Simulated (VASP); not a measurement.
# Cu (P6_3/mmc) in VASP: notebook

The runs below take Cu through vibrations by perturbation theory, with LDA.

Everything below comes from runs of VASP 6.6.1. Logs are shortened: lines on timing, memory, paths and dates and some standing lists are left out, and cuts for length are marked.

### 1 The cell of the first run

The structure is hexagonal, space group P6_3/mmc (No. 194). The conventional cell has a = 2.485 Å, b = 2.485 Å, c = 4.077 Å, α = 90.00°, β = 90.00°, γ = 120.00°. Cu (site symmetry -6m2) has 12 Cu at 2.49 Å within 3.3 Å.

### 2 Vibrations by perturbation theory, LDA

File INCAR:

```
ALGO = Fast
EDIFF = 1E-8
ENCUT = 520
GGA = CA
IBRION = 8
ISIF = 2
ISMEAR = -1
LASPH = True
LCHARG = True
LREAL = False
LWAVE = False
NELM = 60
NSW = 1
PREC = Accurate
SIGMA = 0.15
```

File KPOINTS:

```
k-points
0
Gamma
  18 18 10
```

File POSCAR:

```
Cu
1.0
    2.4850514416      0.0000000000      0.0000000000
   -1.2425257208      2.1521176782      0.0000000000
    0.0000000000      0.0000000000      4.0768797417
Cu
2
Direct
    0.3333333333      0.6666666667      0.2500000000
    0.6666666667      0.3333333333      0.7500000000
```

Potentials or basis: VASP PAW LDA potentials, release 64 (Cu).

Command:

```sh
$ cat potpaw_LDA.64/Cu/POTCAR > POTCAR
$ mpirun -np 1 vasp_std > vasp.out
```

OUTCAR:

```text
EDIFF = 1E-8
   ENCUT = 520
   GGA = CA
   IBRION = 8
   ISIF = 2
   ISMEAR = -1
   LASPH = True
   LREAL = False
   NELM = 60
   NSW = 1
   PREC = Accurate

 ion  position               nearest neighbor table
   1  0.333  0.667  0.250-   2 2.49   2 2.49   2 2.49   2 2.49   2 2.49   2 2.49
   2  0.667  0.333  0.750-   1 2.49   1 2.49   1 2.49   1 2.49   1 2.49   1 2.49

  LATTYP: Found a hexagonal cell.
 ALAT       =     2.4850514416
 C/A-ratio  =     1.6405615085

  Lattice vectors:

 A1 = (   2.4850514416,   0.0000000000,   0.0000000000)
 A2 = (  -1.2425257208,   2.1521176782,   0.0000000000)
 A3 = (   0.0000000000,   0.0000000000,   4.0768797417)

Analysis of symmetry for initial positions (statically):
=====================================================================
 Subroutine PRICEL returns:
 Original cell was already a primitive cell.

 Routine SETGRP: Setting up the symmetry group for a
 hexagonal supercell.

 Subroutine GETGRP returns: Found 24 space group operations
 (whereof 12 operations were pure point group operations)
 out of a pool of 24 trial point group operations.

The static configuration has the point symmetry D_3d.
 The point group associated with its full space group is D_6h.

Analysis of symmetry for dynamics (positions and initial velocities):
=====================================================================
 Subroutine PRICEL returns:
 Original cell was already a primitive cell.

 Routine SETGRP: Setting up the symmetry group for a
 hexagonal supercell.

 Subroutine GETGRP returns: Found 24 space group operations
 (whereof 12 operations were pure point group operations)
 out of a pool of 24 trial point group operations.

The dynamic configuration has the point symmetry D_3d.
 The point group associated with its full space group is D_6h.

 Subroutine INISYM returns: Found 24 space group operations
 (whereof 12 operations are pure point group operations),
 and found     1 'primitive' translations

----------------------------------------------------------------------------------------

                                     Primitive cell

  volume of cell :      21.8037

  direct lattice vectors                    reciprocal lattice vectors
     2.485051442  0.000000000  0.000000000     0.402406157  0.232329303  0.000000000
    -1.242525721  2.152117678  0.000000000     0.000000000  0.464658606  0.000000000
     0.000000000  0.000000000  4.076879742     0.000000000  0.000000000  0.245285626

  length of vectors
     2.485051442  2.485051442  4.076879742     0.464658606  0.464658606  0.245285626

  position of ions in fractional coordinates (direct lattice)
     0.333333333  0.666666667  0.250000000
     0.666666667  0.333333333  0.750000000

  ion indices of the primitive-cell ions
   primitive index   ion index
                 1           1
                 2           2

----------------------------------------------------------------------------------------

 KPOINTS: k-points

Automatic generation of k-mesh.
 Grid dimensions read from file:
 generate k-points for:   18   18   10

 Generating k-lattice:

  Cartesian coordinates                     Fractional coordinates (reciprocal lattice)
     0.022355898  0.012907183  0.000000000     0.055555556 -0.000000000  0.000000000
     0.000000000  0.025814367  0.000000000     0.000000000  0.055555556  0.000000000
     0.000000000  0.000000000  0.024528563     0.000000000  0.000000000  0.100000000

[... 82 lines left out ...]
   LHFCALC =     F    Hartree Fock is set to
   AEXX    =    0.0000 exact exchange contribution
   IVDW    =     0    specifies the selected vdW correction
   LEPSILON=     F    determine dielectric tensor
   LRPA    =     F    only Hartree local field effects (RPA)
 non-spin polarized calculation
 RMM-DIIS sequential band-by-band and
  energy-cutoff  :      520.00
  volume of cell :       21.80
 maximum number of plane-waves:       602
   NGX =  9   NGY =  9   NGZ = 15

--------------------------------------- Ionic step        1  -------------------------------------------

 number of electron      21.9999951 magnetization

 Free energy of the ion-electron system (eV)
  ---------------------------------------------------
  ext. energy  EPLUGINS =         0.00000000
  ---------------------------------------------------
  free energy    TOTEN  =        -9.41867510 eV

  energy without entropy =       -9.37089403  energy(sigma->0) =       -9.39478457

 E-fermi :   8.3646     XC(G=0): -13.5773

 val. band max:        8.3344157504   @ k =   0.5000   0.0000   0.1000
 cond. band min:       8.3719446546   @ k =   0.2778   0.0000   0.3000
 fundamental gap:      0.0375289043
 Fermi energy:         8.3645941488

 k-point     1 :       0.0000    0.0000    0.0000
  band No.  band energies     occupation
      1      -1.5893      2.00000
      2       2.7781      2.00000
      3       5.0256      2.00000
      4       5.1144      2.00000
      5       5.1144      2.00000
      6       5.3471      2.00000
      7       5.3471      2.00000
      8       5.6920      2.00000
      9       5.6920      2.00000
     10       6.5275      1.99999
     11       6.5275      1.99999
     12       7.1242      1.99949
     13      12.4578      0.00000
     14      30.8735      0.00000
[... 401 lines left out ...]
      2       3.5159      2.00000
      3       3.6607      2.00000
      4       4.7335      2.00000
      5       4.9784      2.00000
      6       5.1466      2.00000
      7       5.3787      2.00000
      8       6.4940      1.99999
      9       6.6257      1.99998
     10       6.6394      1.99998
     11       8.1289      1.65603
     12      11.4097      0.00000
     13      16.1466      0.00000
     14      16.6417      0.00000
     15      19.5086      0.00000

 [... further k-points ...]
[... 5 lines left out ...]
  --------------------------------------------------------------------------------------
  -------------------------------------------------------------------------------------
  Total        0.1035907      0.1035907      0.0938587      0.0000000      0.0000000      0.0000000
  in kB        7.6120581      7.6120581      6.8969268      0.0000000      0.0000000      0.0000000
  external PRESSURE =       7.3736810 kB  Pullay stress =       0.0000000 kB

 VOLUME and BASIS-vectors are now :
 -----------------------------------------------------------------------------
  energy-cutoff  :      520.00
  volume of cell :       21.80
      direct lattice vectors                 reciprocal lattice vectors
     2.485051442  0.000000000  0.000000000     0.402406157  0.232329303  0.000000000
    -1.242525721  2.152117678  0.000000000     0.000000000  0.464658606  0.000000000
     0.000000000  0.000000000  4.076879742     0.000000000  0.000000000  0.245285626

 POSITION                                       TOTAL-FORCE (eV/Angst)
 -----------------------------------------------------------------------------------
     -0.00000      1.43475      1.01922        -0.000000     -0.000000      0.000000
      1.24253      0.71737      3.05766         0.000000      0.000000      0.000000
 -----------------------------------------------------------------------------------
    total drift:                               -0.000000      0.000000     -0.000000

  FREE ENERGIE OF THE ION-ELECTRON SYSTEM (eV)
  ---------------------------------------------------
  free  energy   TOTEN  =        -9.4186751030 eV

  energy  without entropy=       -9.3708940293  energy(sigma->0) =       -9.39478457

[... ionic steps 2 to 3 ...]

--------------------------------------- Ionic step        4  -------------------------------------------

------------------------ aborting loop because EDIFF is reached ----------------------------------------

[... ionic steps 5 to 5 ...]

--------------------------------------- Ionic step        6  -------------------------------------------

 Free energy of the ion-electron system (eV)
  ---------------------------------------------------
  ---------------------------------------------------
  free energy    TOTEN  =        -0.25258052 eV

  energy without entropy =       -0.25258052

------------------------ aborting loop because EDIFF is reached ----------------------------------------

 INTERNAL STRAIN TENSOR  FOR ION    1  DIRECTION 3   (eV/Angst):
 -----------------------------------------------------------------------------
     0.00028  0.00000  0.00000
     0.00000  0.00028  0.00000
     0.00000  0.00000  0.01232

 INTERNAL STRAIN TENSOR FOR ION    2 for displacements in x,y,z  (eV/Angst):
          X           Y           Z          XY          YZ          ZX
  --------------------------------------------------------------------------------
  x     0.00000     0.00000     0.00000     1.91269     0.00000     0.00000
  y     1.91269    -1.91269    -0.00000     0.00000     0.00000     0.00000
  z     0.00000     0.00000     0.00000     0.00000    -0.00000     0.00000

 SECOND DERIVATIVES (NOT SYMMETRIZED)
 ------------------------------------
               1X          1Y          1Z          2X          2Y          2Z
  1X    -1.485737    0.000000    0.000000    1.485737    0.000000    0.000000
  1Y     0.000000   -1.485737    0.000000    0.000000    1.485737    0.000000
  1Z     0.000000    0.000000   -8.580553    0.000000   -0.000000    8.580553
  2X     1.485737    0.000000    0.000000   -1.485737    0.000000    0.000000
  2Y     0.000000    1.485737    0.000000    0.000000   -1.485737    0.000000
  2Z     0.000000   -0.000000    8.580553    0.000000    0.000000   -8.580553

 Eigenvectors and eigenvalues of the dynamical matrix
 ----------------------------------------------------

   1 f  =    8.124175 THz    51.045694 2PiTHz  270.993293 cm-1    33.598871 meV
             X         Y         Z           dx          dy          dz
     -0.000000  1.434745  1.019220     0.000000   -0.000000    0.707107
      1.242526  0.717373  3.057660     0.000000   -0.000000   -0.707107
[... 21 lines left out ...]
   6 f  =    0.000000 THz     0.000000 2PiTHz    0.000001 cm-1     0.000000 meV
             X         Y         Z           dx          dy          dz
     -0.000000  1.434745  1.019220    -0.028459    0.673917    0.212193
      1.242526  0.717373  3.057660    -0.028459    0.673917    0.212193

--------------------------------------------------------------------------------------------------------

 ELASTIC MODULI CONTR FROM IONIC RELAXATION (kBar)
 Direction    XX          YY          ZZ          XY          YZ          ZX
 --------------------------------------------------------------------------------
 XX        -180.9376    180.9376      0.0000     -0.0000     -0.0000      0.0000
 YY         180.9376   -180.9376     -0.0000      0.0000      0.0000      0.0000
 ZZ           0.0000     -0.0000     -0.0000      0.0000      0.0000      0.0000
 XY          -0.0000      0.0000      0.0000   -180.9376     -0.0000      0.0000
 YZ          -0.0000      0.0000      0.0000     -0.0000     -0.0000      0.0000
 ZX           0.0000      0.0000      0.0000      0.0000      0.0000      0.0000
 --------------------------------------------------------------------------------
```

Wall time 5.2 min (1 thread of Intel Xeon 6975P-C (Granite Rapids), shared host); peak memory 0.65 GiB.

Results:

```
Highest phonon frequency at Γ : 271 cm⁻¹
```

Phonon frequencies in cm⁻¹ (negative: imaginary):
```csv
q point,frequencies
"(0.000, 0.000, 0.000)",0 0 0 113 113 271
```

[end of part 1 of 2]
